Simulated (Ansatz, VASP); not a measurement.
**One calculation of SiGe, two programs**

```
Si Ge
1.0
     3.90438    0.00000    0.00000
    -1.95219    3.38129    0.00000
     0.00000    0.00000    6.45368
Si Ge
2 2
Direct
  0.66667 0.33333 0.87447
  0.33333 0.66667 0.37447
  0.66667 0.33333 0.46567
  0.33333 0.66667 0.96567
```

Change from the starting cell: all Ge atoms moved -0.225 Å, as atom 3 along Cartesian [0 0 1].

Alike in both runs: task single point; functional r2SCAN; k mesh 12 × 12 × 4; occupations gaussian, width 0.05 eV; no spin polarisation.

|  | VASP | Ansatz |
| --- | --- | --- |
| version | VASP 6.6.1 | Ansatz 0.2.0 |
| potentials or method | VASP PAW PBE potentials, release 64 (Si, Ge_d), cutoff 520 eV | scalar-relativistic, plane waves, PAW |
| valence electrons in the cell | 36 | 36 |

Ansatz gave:

| Quantity | Value |
| --- | --- |
| gap on the k mesh at the Fermi level (eV) | none |
| pressure (GPa) | 1.4 |
| traceless stress, the component that is largest in VASP (GPa) | -6.37 |
| rms of the force components (eV/Å) | 1.095 |

**Question.** What did VASP give for the same quantities?

**Answer.** gap on the k mesh at the Fermi level (eV): none; pressure (GPa): 1.3; traceless stress, the component that is largest in VASP (GPa): -6.40; rms of the force components (eV/Å): 1.095.

VASP's potentials were made for PBE, not for r2SCAN. Atom by atom the forces differ by 0.000 eV/Å (rms over components). A gap of «none» marks a metal or a gap that the smearing closes. With one functional, cell and mesh, what is left measures potentials, basis and numerics.
